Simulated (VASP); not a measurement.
# ZnO (Pmmn) in VASP: single point with PBE

Aim: the single point of ZnO with PBE.

All numbers are computed with VASP 6.6.1; they aren't measurements. Logs are shortened: lines on timing, memory, paths and dates and some standing lists are left out, and cuts for length are marked.

**1. The cell of the first run**

Symmetry: Pmmn, No. 59, orthorhombic system. The conventional cell has a = 3.375 Å, b = 10.175 Å, c = 4.697 Å, α = 90.00°, β = 90.00°, γ = 90.00°. Zn (site symmetry m) has 4 O at 1.97 to 2.02 Å within 2.6 Å. Zn (site symmetry mm2) has 4 O at 1.98 to 2.02 Å within 2.6 Å. O (site symmetry mm2) has 4 Zn at 1.97 to 2.02 Å within 2.6 Å. Within 2.6 Å of O (site symmetry m) lie 4 Zn at 1.98 to 2.02 Å.

**2. Single point, PBE**

INCAR

```
SYSTEM = ZnO
ALGO = Normal
EDIFF = 1E-6
ENCUT = 520
GGA = PE
ISIF = 2
ISMEAR = 0
LASPH = .True.
LCHARG = .False.
LREAL = .False.
LWAVE = .False.
NBANDS = 66
NELM = 60
PREC = Accurate
SIGMA = 0.1
```

KPOINTS

```
k-points
0
Gamma
  6 2 4
  0 0 0
```

POSCAR

```
ZnO
1.0
    3.3749066325      0.0000000000      0.0000000000
    0.0000000000     10.1751761049      0.0000000000
    0.0000000000      0.0000000000      4.6972462397
Zn O
6 6
Direct
    0.5000000000      0.8509187017      0.1085629255
    0.5000000000      0.1490812983      0.1085629255
    0.0000000000      0.0000000000      0.6118030983
    0.5000000000      0.5000000000      0.3881969017
    0.0000000000      0.3509187017      0.8914370745
    0.0000000000      0.6490812983      0.8914370745
    0.5000000000      0.0000000000      0.3757850729
    0.0000000000      0.8477732626      0.8732784758
    0.0000000000      0.1522267374      0.8732784758
    0.5000000000      0.3477732626      0.1267215242
    0.5000000000      0.6522267374      0.1267215242
    0.0000000000      0.5000000000      0.6242149271
```

Potentials or basis: VASP PAW PBE potentials, release 64 (Zn, O).

The run is started by

```sh
> cat potpaw_PBE.64/Zn/POTCAR potpaw_PBE.64/O/POTCAR > POTCAR
> mpirun -np 1 vasp_std > vasp.out
```

OUTCAR:

```text
SYSTEM = ZnO
   EDIFF = 1E-6
   ENCUT = 520
   GGA = PE
   ISIF = 2
   ISMEAR = 0
   LASPH = .True.
   LREAL = .False.
   NELM = 60
   PREC = Accurate

 ion  position               nearest neighbor table
   1  0.500  0.851  0.109-   7 1.97   8 2.02   8 2.02  11 2.02   6 2.85   6 2.85   2 3.03
   2  0.500  0.149  0.109-   7 1.97   9 2.02   9 2.02  10 2.02   5 2.85   5 2.85   1 3.03
   3  0.000  0.000  0.612-   8 1.98   9 1.98   7 2.02   7 2.02
   4  0.500  0.500  0.388-  10 1.98  11 1.98  12 2.02  12 2.02
   5  0.000  0.351  0.891-  12 1.97  10 2.02  10 2.02   9 2.02   2 2.85   2 2.85   6 3.03
   6  0.000  0.649  0.891-  12 1.97  11 2.02  11 2.02   8 2.02   1 2.85   1 2.85   5 3.03
   7  0.500  0.000  0.376-   1 1.97   2 1.97   3 2.02   3 2.02
   8  0.000  0.848  0.873-   3 1.98   1 2.02   1 2.02   6 2.02
   9  0.000  0.152  0.873-   3 1.98   2 2.02   2 2.02   5 2.02
  10  0.500  0.348  0.127-   4 1.98   5 2.02   5 2.02   2 2.02
  11  0.500  0.652  0.127-   4 1.98   6 2.02   6 2.02   1 2.02
  12  0.000  0.500  0.624-   5 1.97   6 1.97   4 2.02   4 2.02

  LATTYP: Found a simple orthorhombic cell.
 ALAT       =     3.3749066325
 B/A-ratio  =     1.3918151674
 C/A-ratio  =     3.0149504010

  Lattice vectors:

 A1 = (  -3.3749066325,   0.0000000000,   0.0000000000)
 A2 = (   0.0000000000,   0.0000000000,   4.6972462397)
 A3 = (   0.0000000000,  10.1751761049,   0.0000000000)

Analysis of symmetry for initial positions (statically):
=====================================================================
 Subroutine PRICEL returns:
 Original cell was already a primitive cell.

 Routine SETGRP: Setting up the symmetry group for a
 simple orthorhombic supercell.

 Subroutine GETGRP returns: Found  8 space group operations
 (whereof  4 operations were pure point group operations)
 out of a pool of  8 trial point group operations.

The static configuration has the point symmetry C_2v.
 The point group associated with its full space group is D_2h.

Analysis of symmetry for dynamics (positions and initial velocities):
=====================================================================
 Subroutine PRICEL returns:
 Original cell was already a primitive cell.

 Routine SETGRP: Setting up the symmetry group for a
 simple orthorhombic supercell.

 Subroutine GETGRP returns: Found  8 space group operations
 (whereof  4 operations were pure point group operations)
 out of a pool of  8 trial point group operations.

The dynamic configuration has the point symmetry C_2v.
 The point group associated with its full space group is D_2h.

 Subroutine INISYM returns: Found  8 space group operations
 (whereof  4 operations are pure point group operations),
 and found     1 'primitive' translations

----------------------------------------------------------------------------------------

                                     Primitive cell

  volume of cell :     161.3047

  direct lattice vectors                    reciprocal lattice vectors
     3.374906633  0.000000000  0.000000000     0.296304493  0.000000000  0.000000000
     0.000000000 10.175176105  0.000000000     0.000000000  0.098278397  0.000000000
     0.000000000  0.000000000  4.697246240     0.000000000  0.000000000  0.212890691

  length of vectors
     3.374906633 10.175176105  4.697246240     0.296304493  0.098278397  0.212890691

  position of ions in fractional coordinates (direct lattice)
     0.500000000  0.850918702  0.108562926
     0.500000000  0.149081298  0.108562926
     0.000000000  0.000000000  0.611803098
     0.500000000  0.500000000  0.388196902
     0.000000000  0.350918702  0.891437074
     0.000000000  0.649081298  0.891437074
     0.500000000  0.000000000  0.375785073
     0.000000000  0.847773263  0.873278476
     0.000000000  0.152226737  0.873278476
     0.500000000  0.347773263  0.126721524
     0.500000000  0.652226737  0.126721524
     0.000000000  0.500000000  0.624214927

  ion indices of the primitive-cell ions
   primitive index   ion index
                 1           1
                 2           2
                 3           3
                 4           4
                 5           5
                 6           6
                 7           7
                 8           8
                 9           9
                10          10
                11          11
                12          12

----------------------------------------------------------------------------------------

 KPOINTS: k-points

Automatic generation of k-mesh.
 Grid dimensions read from file:
 generate k-points for:    6    2    4

 Generating k-lattice:

  Cartesian coordinates                     Fractional coordinates (reciprocal lattice)
     0.049384082  0.000000000  0.000000000     0.166666667  0.000000000  0.000000000
     0.000000000  0.049139199  0.000000000     0.000000000  0.500000000  0.000000000
     0.000000000  0.000000000  0.053222673     0.000000000  0.000000000  0.250000000

  Length of vectors
     0.049384082  0.049139199  0.053222673

  Shift w.r.t. Gamma in fractional coordinates (k-lattice)
     0.000000000  0.000000000  0.000000000

 Subroutine IBZKPT returns following result:
 ===========================================

 Found     24 irreducible k-points:

 Following reciprocal coordinates:
            Coordinates               Weight
  0.000000  0.000000  0.000000      1.000000
  0.166667  0.000000  0.000000      2.000000
  0.333333  0.000000  0.000000      2.000000
  0.500000  0.000000  0.000000      1.000000
  0.000000  0.500000  0.000000      1.000000
  0.166667  0.500000  0.000000      2.000000
[... 16 lines left out ...]
  0.333333  0.500000  0.500000      2.000000
  0.500000  0.500000  0.500000      1.000000
   k-points           NKPTS =     24   k-points in BZ     NKDIM =     24   number of bands    NBANDS=     66
   number of dos      NEDOS =    301   number of ions     NIONS =     12
   total plane-waves  NPLWV =  80640
   dimension x,y,z NGX =    28 NGY =   80 NGZ =   36
   dimension x,y,z NGXF=    56 NGYF=  160 NGZF=   72
   ions per type =               6   6
   NGX,Y,Z   is equivalent  to a cutoff of  13.79, 13.07, 12.74 a.u.
   NGXF,Y,Z  is equivalent  to a cutoff of  27.59, 26.14, 25.48 a.u.
 SYSTEM =  ZnO
   PREC   = accura    normal or accurate (medium, high low for compatibility)
   ISTART =      0    job   : 0-new  1-cont  2-samecut
   ICHARG =      2    charge: 1-file 2-atom 10-const
   ISPIN  =      1    spin polarized calculation?
   LNONCOLLINEAR =      F non collinear calculations
   LSORBIT =      F    spin-orbit coupling
   LASPH  =      T    aspherical Exc in radial PAW
   ENCUT  =  520.0 eV  38.22 Ry    6.18 a.u.   6.28 18.92  8.73*2*pi/ulx,y,z
   NELM   =     60;   NELMIN=  2; NELMDL= -5     # of ELM steps
   EDIFF  = 0.1E-05   stopping-criterion for ELM
   LREAL  =      F    real-space projection
   EDIFFG = 0.1E-04   stopping-criterion for IOM
   NSW    =      0    number of steps for IOM
   IBRION =     -1    ionic relax: 0-MD 1-quasi-New 2-CG
   NFREE  =      0    steps in history (QN), initial steepest desc. (CG)
   ISIF   =      2    stress and relaxation
   ISYM   =      2    0-nonsym 1-usesym 2-fastsym
   POTIM  = 0.5000    time-step for ionic-motion
   TEBEG  =    0.0;   TEEND  =   0.0 temperature during run
   PSTRESS=    0.0 pullay stress
   NELECT =     108.0000    total number of electrons
   NUPDOWN=      -1.0000    fix difference up-down
   EMIN   =  10.00;   EMAX   =-10.00  energy-range for DOS
   EFERMI =   0.00;   METHOD = LEGACY
   ISMEAR =     0;   SIGMA  =   0.10  broadening in eV -4-tet -1-fermi 0-gaus
   EFERMI_NEDOS =   21; number of points for ismear=-14 and -15
   IALGO  =     38    algorithm
   IMIX   =      4    mixing-type and parameters
     AMIX     =   0.40;   BMIX     =  1.00
     AMIX_MAG =   1.60;   BMIX_MAG =  1.00
  volume/ion in A,a.u.               =      13.44        90.71
  Fermi-wavevector in a.u.,A,eV,Ry     =   1.432189  2.706445 27.907808  2.051166
  Thomas-Fermi vector in A             =   2.551844
   LORBIT       =      0    0 simple, 1 ext, 2 COOP (PROOUT), +10 PAW based schemes
   GGA     = PE    functional components
   LHFCALC =     F    Hartree Fock is set to
   AEXX    =    0.0000 exact exchange contribution
   IVDW    =     0    specifies the selected vdW correction
   LEPSILON=     F    determine dielectric tensor
   LRPA    =     F    only Hartree local field effects (RPA)
 non-spin polarized calculation
 Gauss-broadening in eV      SIGMA  =   0.10
  energy-cutoff  :      520.00
  volume of cell :      161.30
 maximum number of plane-waves:      4370
 NGX is ok and might be reduce to    28
   NGX = 13   NGY = 37   NGZ = 17

 number of electron     107.9999929 magnetization

 Free energy of the ion-electron system (eV)
  ---------------------------------------------------
  ext. energy  EPLUGINS =         0.00000000
  ---------------------------------------------------
  free energy    TOTEN  =       -52.49058837 eV

  energy without entropy =      -52.49058837  energy(sigma->0) =      -52.49058837

 E-fermi :   0.7046     XC(G=0): -10.1116

 val. band max:        0.2492457102   @ k =   0.0000   0.0000   0.0000
 cond. band min:       1.1183269251   @ k =   0.0000   0.0000   0.0000
 fundamental gap:      0.8690812149
 Fermi energy:         0.7045990085

 k-point     1 :       0.0000    0.0000    0.0000
  band No.  band energies     occupation
      1     -17.4469      2.00000
      2     -17.2515      2.00000
      3     -16.8963      2.00000
      4     -16.7581      2.00000
      5     -16.4006      2.00000
      6     -16.3130      2.00000
[... 58 lines left out ...]
     65      10.1170      0.00000
     66      10.8355      0.00000

 k-point     2 :       0.1667    0.0000    0.0000
  band No.  band energies     occupation
      1     -17.3576      2.00000
      2     -17.1917      2.00000
      3     -16.8178      2.00000
      4     -16.7285      2.00000
      5     -16.4115      2.00000
      6     -16.3084      2.00000
[... 1576 lines left out ...]
     65       8.4514      0.00000
     66       8.4514      0.00000

------------------------ aborting loop because EDIFF is reached ----------------------------------------

  FORCE on cell =-STRESS in cart. coord.  units (eV):
  Direction    XX          YY          ZZ          XY          YZ          ZX
  --------------------------------------------------------------------------------------
  -------------------------------------------------------------------------------------
  Total        0.4186385      1.2081362      1.0478450      0.0000000      0.0000000      0.0000000
  in kB        4.1581750     11.9999504     10.4078402      0.0000000      0.0000000      0.0000000
  external PRESSURE =       8.8553218 kB  Pullay stress =       0.0000000 kB

 VOLUME and BASIS-vectors are now :
 -----------------------------------------------------------------------------
  energy-cutoff  :      520.00
  volume of cell :      161.30
      direct lattice vectors                 reciprocal lattice vectors
     3.374906633  0.000000000  0.000000000     0.296304493  0.000000000  0.000000000
     0.000000000 10.175176105  0.000000000     0.000000000  0.098278397  0.000000000
     0.000000000  0.000000000  4.697246240     0.000000000  0.000000000  0.212890691

 POSITION                                       TOTAL-FORCE (eV/Angst)
 -----------------------------------------------------------------------------------
      1.68745      8.65825      0.50995        -0.000000      0.016528      0.000971
      1.68745      1.51693      0.50995        -0.000000     -0.016528      0.000971
      0.00000      0.00000      2.87379        -0.000000     -0.000000     -0.023040
      1.68745      5.08759      1.82346        -0.000000     -0.000000      0.023040
      0.00000      3.57066      4.18730         0.000000      0.016528     -0.000971
      0.00000      6.60452      4.18730        -0.000000     -0.016528     -0.000971
      1.68745      0.00000      1.76516        -0.000000     -0.000000      0.036245
      0.00000      8.62624      4.10200        -0.000000      0.013338     -0.024862
      0.00000      1.54893      4.10200        -0.000000     -0.013338     -0.024862
      1.68745      3.53865      0.59524        -0.000000      0.013338      0.024862
      1.68745      6.63652      0.59524         0.000000     -0.013338      0.024862
      0.00000      5.08759      2.93209        -0.000000     -0.000000     -0.036245
 -----------------------------------------------------------------------------------
    total drift:                                0.000000     -0.000000      0.000000

  FREE ENERGIE OF THE ION-ELECTRON SYSTEM (eV)
  ---------------------------------------------------
  free  energy   TOTEN  =       -52.4905883741 eV

  energy  without entropy=      -52.4905883740  energy(sigma->0) =      -52.49058837
```

Run time: 4 min. Hardware: 1 thread of Oxide Virtual Turin-like, shared host; peak memory 0.34 GiB.

What came out:

```yaml
Free_energy: -52.4906 eV
Pressure: 0.9 GPa
Largest_force: 0.036 eV/Å
Band_gap_on_the_k_mesh: 0.87 eV
```

Forces on the atoms (eV/Å):
```
Zn   0.000  0.017  0.001
Zn   0.000 -0.017  0.001
Zn   0.000  0.000 -0.023
Zn   0.000  0.000  0.023
Zn   0.000  0.017 -0.001
Zn   0.000 -0.017 -0.001
O    0.000  0.000  0.036
O    0.000  0.013 -0.025
O    0.000 -0.013 -0.025
O    0.000  0.013  0.025
O    0.000 -0.013  0.025
O    0.000  0.000 -0.036
```

Levels at points of the mesh, in eV from the valence-band top:
```csv
k point,band 52,band 53,band 54,band 55,band 56,band 57
"(0.00, 0.00, 0.00)",-0.20,-0.07,0.00,0.87,3.32,4.10
"(0.50, 0.00, 0.00)",-1.21,-0.59,-0.59,5.43,5.43,5.68
"(0.00, 0.50, 0.00)",-0.07,-0.06,-0.06,1.99,1.99,5.46
"(0.50, 0.50, 0.00)",-1.20,-0.76,-0.76,5.47,5.47,5.65
"(0.00, 0.00, 0.50)",-0.46,-0.33,-0.08,3.69,3.98,4.41
"(0.50, 0.00, 0.50)",-0.65,-0.61,-0.61,5.21,5.21,6.90
"(0.00, 0.50, 0.50)",-0.42,-0.39,-0.39,4.05,4.05,4.25
"(0.50, 0.50, 0.50)",-0.76,-0.43,-0.43,5.52,5.52,6.30
```
